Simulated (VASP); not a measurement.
# BH8C2N (P-1) in VASP: single point with PBEsol

Aim: the single point of BH8C2N with PBEsol.

Everything below comes from runs of VASP 6.6.1. Logs are shortened: lines on timing, memory, paths and dates and some standing lists are left out, and cuts for length are marked.

### 1 The cell of the first run

The typed cell holds 24 atoms: a = 6.065 Å, b = 6.124 Å, c = 6.178 Å, α = 82.42°, β = 83.21°, γ = 65.97°.

### 2 Single point, PBEsol

Input file INCAR:

```
SYSTEM = BH8C2N
ALGO = Normal ; EDIFF = 1E-7
ENCUT = 520 ; GGA = PS
ISIF = 2 ; ISMEAR = 0
LASPH = .True. ; LCHARG = .False.
LREAL = Auto ; LWAVE = .False.
NBANDS = 42 ; NELM = 60
PREC = Accurate ; SIGMA = 0.02
```

Input file KPOINTS:

```
k-points
0
Gamma
  4 4 4
  0 0 0
```

Input file POSCAR:

```
BH8C2N
1.0
    6.0643843783     -0.0337468747     -0.1052914527
    2.5234652664      5.5789922624     -0.1243214827
    0.8399721957      0.6498729374      6.0860884119
B H C N
2 16 4 2
Direct
    0.4951640632      0.8798316405      0.8876423944
    0.5048359368      0.1201683595      0.1123576056
    0.6849994591      0.1519321686      0.5483808151
    0.3150005409      0.8480678314      0.4516191849
    0.8640146061      0.0341917723      0.7808953974
    0.1359853939      0.9658082277      0.2191046026
    0.6915714266      0.3511748360      0.7343697956
    0.3084285734      0.6488251640      0.2656302044
    0.2573273299      0.5113713834      0.7878171558
    0.7426726701      0.4886286166      0.2121828442
    0.1059234887      0.3133018863      0.8720792348
    0.8940765113      0.6866981137      0.1279207652
    0.2494149824      0.3134794762      0.6010698519
    0.7505850176      0.6865205238      0.3989301481
    0.3071957032      0.8748366056      0.8416384724
    0.6928042968      0.1251633944      0.1583615276
    0.6768011516      0.7381648689      0.7964984416
    0.3231988484      0.2618351311      0.2035015584
    0.6942295812      0.1720298363      0.7216070560
    0.3057704188      0.8279701637      0.2783929440
    0.2616231729      0.3317917274      0.7741068325
    0.7383768271      0.6682082726      0.2258931675
    0.4872910437      0.1456283894      0.8539431223
    0.5127089563      0.8543716106      0.1460568777
```

Potentials or basis: VASP PAW PBE potentials, release 64 (B, H, C, N).

Command:

```bash
> cat potpaw_PBE.64/B/POTCAR potpaw_PBE.64/H/POTCAR potpaw_PBE.64/C/POTCAR potpaw_PBE.64/N/POTCAR > POTCAR
> mpirun -np 1 vasp_std > vasp.out
```

OUTCAR:

```text
SYSTEM = BH8C2N
   EDIFF = 1E-7
   ENCUT = 520
   GGA = PS
   ISIF = 2
   ISMEAR = 0
   LASPH = .True.
   LREAL = Auto
   NELM = 60
   PREC = Accurate

 ion  position               nearest neighbor table
   1  0.495  0.880  0.888-  17 1.22  15 1.22  23 1.60  24 1.60
   2  0.505  0.120  0.112-  18 1.22  16 1.22  24 1.60  23 1.60
   3  0.685  0.152  0.548-  19 1.10
   4  0.315  0.848  0.452-  20 1.10
   5  0.864  0.034  0.781-  19 1.10
   6  0.136  0.966  0.219-  20 1.10
   7  0.692  0.351  0.734-  19 1.10
   8  0.308  0.649  0.266-  20 1.10
[... 8 lines left out ...]
  17  0.677  0.738  0.796-   1 1.22
  18  0.323  0.262  0.204-   2 1.22
  19  0.694  0.172  0.722-   5 1.10   3 1.10   7 1.10  23 1.47
  20  0.306  0.828  0.278-   6 1.10   4 1.10   8 1.10  24 1.47
  21  0.262  0.332  0.774-  11 1.10  13 1.10   9 1.10  23 1.47
  22  0.738  0.668  0.226-  12 1.10  14 1.10  10 1.10  24 1.47
  23  0.487  0.146  0.854-  21 1.47  19 1.47   1 1.60   2 1.60
  24  0.513  0.854  0.146-  22 1.47  20 1.47   2 1.60   1 1.60

  LATTYP: Found a triclinic cell.
 ALAT       =     6.1244173148
 B/A-ratio  =     2.0222233616
 C/A-ratio  =     2.8797068620
 COS(alpha) =     0.0016024695
 COS(beta)  =     0.6735577199
 COS(gamma) =     0.7237951135

  Lattice vectors:

 A1 = (  -2.5234652664,  -5.5789922624,   0.1243214827)
 A2 = (   1.8574260412, -10.5418584621,   6.2294399246)
 A3 = ( -15.4922062187,  -6.1613714504,  -5.7511840238)

Analysis of symmetry for initial positions (statically):
=====================================================================
 Subroutine PRICEL returns:
 Original cell was already a primitive cell.

 Routine SETGRP: Setting up the symmetry group for a
 triclinic supercell.

 Subroutine GETGRP returns: Found  2 space group operations
 (whereof  2 operations were pure point group operations)
 out of a pool of  2 trial point group operations.

The static configuration has the point symmetry S_2 .

Analysis of symmetry for dynamics (positions and initial velocities):
=====================================================================
 Subroutine PRICEL returns:
 Original cell was already a primitive cell.

 Routine SETGRP: Setting up the symmetry group for a
 triclinic supercell.

 Subroutine GETGRP returns: Found  2 space group operations
 (whereof  2 operations were pure point group operations)
 out of a pool of  2 trial point group operations.

The dynamic configuration has the point symmetry S_2 .

 Subroutine INISYM returns: Found  2 space group operations
 (whereof  2 operations are pure point group operations),
[... 148 lines left out ...]
   POTIM  = 0.5000    time-step for ionic-motion
   TEBEG  =    0.0;   TEEND  =   0.0 temperature during run
   PSTRESS=    0.0 pullay stress
   NELECT =      48.0000    total number of electrons
   NUPDOWN=      -1.0000    fix difference up-down
   EMIN   =  10.00;   EMAX   =-10.00  energy-range for DOS
   EFERMI =   0.00;   METHOD = LEGACY
   ISMEAR =     0;   SIGMA  =   0.02  broadening in eV -4-tet -1-fermi 0-gaus
   EFERMI_NEDOS =   21; number of points for ismear=-14 and -15
   IALGO  =     38    algorithm
   IMIX   =      4    mixing-type and parameters
     AMIX     =   0.40;   BMIX     =  1.00
     AMIX_MAG =   1.60;   BMIX_MAG =  1.00
  volume/ion in A,a.u.               =       8.64        58.27
  Fermi-wavevector in a.u.,A,eV,Ry     =   1.005374  1.899882 13.752468  1.010778
  Thomas-Fermi vector in A             =   2.138050
   LORBIT       =      0    0 simple, 1 ext, 2 COOP (PROOUT), +10 PAW based schemes
   GGA     = PS    functional components
   LHFCALC =     F    Hartree Fock is set to
   AEXX    =    0.0000 exact exchange contribution
   IVDW    =     0    specifies the selected vdW correction
   LEPSILON=     F    determine dielectric tensor
   LRPA    =     F    only Hartree local field effects (RPA)
 non-spin polarized calculation
 Gauss-broadening in eV      SIGMA  =   0.02
  energy-cutoff  :      520.00
  volume of cell :      207.24
 maximum number of plane-waves:      5599
 NGX is ok and might be reduce to    48
   NGX = 23   NGY = 23   NGZ = 23

 number of electron      48.0000002 magnetization

 Free energy of the ion-electron system (eV)
  ---------------------------------------------------
  ext. energy  EPLUGINS =         0.00000000
  ---------------------------------------------------
  free energy    TOTEN  =      -127.54802247 eV

  energy without entropy =     -127.54802247  energy(sigma->0) =     -127.54802247

 E-fermi :  -1.7642     XC(G=0):  -7.5973

 val. band max:       -1.8783206006   @ k =   0.0000   0.0000   0.0000
 cond. band min:       3.2689286590   @ k =   0.2500   0.5000   0.5000
 fundamental gap:      5.1472492595
 Fermi energy:        -1.7642086527

 k-point     1 :       0.0000    0.0000    0.0000
  band No.  band energies     occupation
      1     -19.7317      2.00000
      2     -18.7558      2.00000
      3     -13.6234      2.00000
      4     -13.4038      2.00000
      5     -12.9318      2.00000
      6     -11.0942      2.00000
[... 925 lines left out ...]
     35       7.4754      0.00000
     36       7.8359      0.00000

 [... further k-points ...]

 [bands above 36 left out]

------------------------ aborting loop because EDIFF is reached ----------------------------------------

  FORCE on cell =-STRESS in cart. coord.  units (eV):
  Direction    XX          YY          ZZ          XY          YZ          ZX
  --------------------------------------------------------------------------------------
  -------------------------------------------------------------------------------------
  Total        0.1513547      0.0500832      0.0655194     -0.0436354     -0.0335062     -0.0395608
  in kB        1.1701036      0.3871869      0.5065217     -0.3373400     -0.2590319     -0.3058395
  external PRESSURE =       0.6879374 kB  Pullay stress =       0.0000000 kB

 VOLUME and BASIS-vectors are now :
 -----------------------------------------------------------------------------
  energy-cutoff  :      520.00
  volume of cell :      207.24
      direct lattice vectors                 reciprocal lattice vectors
     6.064384378 -0.033746875 -0.105291453     0.164226806 -0.074609896 -0.014698932
     2.523465266  5.578992262 -0.124321483     0.000660865  0.178518110 -0.019153385
     0.839972196  0.649872937  6.086088412     0.002854681  0.002355840  0.163663602

 POSITION                                       TOTAL-FORCE (eV/Angst)
 -----------------------------------------------------------------------------------
      5.96868      5.46872      5.24075        -0.002171     -0.005414     -0.004413
      3.45914      0.72640      0.61572         0.002171      0.005414      0.004413
      4.99812      1.18089      3.24648        -0.005803     -0.007303     -0.035492
      4.42970      5.01423      2.60999         0.005803      0.007303      0.035492
      5.98193      0.66908      4.65737         0.024342     -0.021121      0.009197
      3.44589      5.52604      1.19910        -0.024342      0.021121     -0.009197
[... 16 lines left out ...]
      4.03990      1.35097      5.12776        -0.004728     -0.020171      0.025822
      5.38792      4.84415      0.72871         0.004728      0.020171     -0.025822
 -----------------------------------------------------------------------------------
    total drift:                               -0.000000      0.000000     -0.000000

  FREE ENERGIE OF THE ION-ELECTRON SYSTEM (eV)
  ---------------------------------------------------
  free  energy   TOTEN  =      -127.5480224744 eV

  energy  without entropy=     -127.5480224744  energy(sigma->0) =     -127.54802247
```

Run time: 5.7 min. Hardware: 1 thread of Intel Xeon Platinum 8488C (Sapphire Rapids), shared host; peak memory 0.43 GiB.

Results:

| Quantity | Value |
| --- | --- |
| Free energy | -127.5480 eV |
| Pressure | 0.1 GPa |
| Largest force | 0.037 eV/Å |
| Band gap on the k mesh | 5.15 eV (least direct gap 5.39 eV) |

Forces on the atoms (eV/Å):
```
B   -0.002 -0.005 -0.004
B    0.002  0.005  0.004
H   -0.006 -0.007 -0.035
H    0.006  0.007  0.035
H    0.024 -0.021  0.009
H   -0.024  0.021 -0.009
H    0.016  0.030  0.000
H   -0.016 -0.030  0.000
H    0.011  0.031  0.001
H   -0.011 -0.031 -0.001
H   -0.029  0.001  0.017
H    0.029 -0.001 -0.017
H   -0.011 -0.005 -0.035
H    0.011  0.005  0.035
H   -0.015 -0.001 -0.004
H    0.015  0.001  0.004
H    0.008 -0.011 -0.008
H   -0.008  0.011  0.008
C    0.021  0.002 -0.003
C   -0.021 -0.002  0.003
C   -0.019  0.018 -0.010
C    0.019 -0.018  0.010
N   -0.005 -0.020  0.026
N    0.005  0.020 -0.026
```

Caveat: the PAW data sets were made with another functional, which shifts forces and pressure a little.
